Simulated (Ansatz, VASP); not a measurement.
# Al3Pd in VASP and in Ansatz

File INCAR:

```
ALGO = Normal ; EDIFF = 1E-7
ENCUT = 520 ; GGA = PE
ISIF = 2 ; ISMEAR = -1
LASPH = T ; LCHARG = T
LELF = T ; LREAL = F
LVHAR = T ; LWAVE = F
NBANDS = 18 ; NELM = 100
PREC = Accurate ; SIGMA = 0.5
```

Contents of KPOINTS:

```
k-points
0
Gamma
  10 10 10
```

POSCAR

```
Al3Pd
1.0
    3.9469100000      0.0000000000      0.0000000000
    0.0000000000      3.9469100000      0.0000000000
    0.0000000000      0.0000000000      3.9469100000
Al Pd
3 1
Direct
    0.0000000000      0.5000000000      0.5000000000
    0.5000000000      0.0000000000      0.5000000000
    0.5000000000      0.5000000000      0.0000000000
    0.0000000000      0.0000000000      0.0000000000
```

Input for Ansatz:

```yaml
crystal:
  lattice:
    - [3.94691, 0.0, 0.0]
    - [0.0, 3.94691, 0.0]
    - [0.0, 0.0, 3.94691]
  atoms:
    - { symbol: Al, position: [0.0, 0.5, 0.5] }
    - { symbol: Al, position: [0.5, 0.0, 0.5] }
    - { symbol: Al, position: [0.5, 0.5, 0.0] }
    - { symbol: Pd, position: [0.0, 0.0, 0.0] }
basis:
  ecutwfc: 420
kpoints:
  mp_grid: { grid: [10, 10, 10] }
hamiltonian:
  xc: pbe
scf:
  occupations: { method: fermi_dirac, width: 0.5 }
output:
  forces: true
  stress: true
  eigenvalues: true
```

Alike in both runs: task single point; functional PBE; k mesh 10 × 10 × 10; occupations fermi-dirac, width 0.5 eV; no spin polarisation.

|  | VASP | Ansatz |
| --- | --- | --- |
| version | VASP 6.6.1 | Ansatz 0.2.0 |
| potentials or method | VASP PAW PBE potentials, release 64 (Al, Pd), cutoff 520 eV | scalar-relativistic, plane waves, PAW |
| valence electrons in the cell | 19 | 27 |

|  | VASP | Ansatz | Ansatz less VASP |
| --- | --- | --- | --- |
| gap on the k mesh at the Fermi level (eV) | none | none | - |
| pressure (GPa) | 2.2 | 2.2 | +0.03 |

A gap of «none» marks a metal or a gap that the smearing closes. The functional is the same, so the differences come from potentials, cutoffs and numerics. VASP's potentials hold 19 valence electrons a cell and Ansatz's 27, so a difference there can come from the potentials and not from the codes.
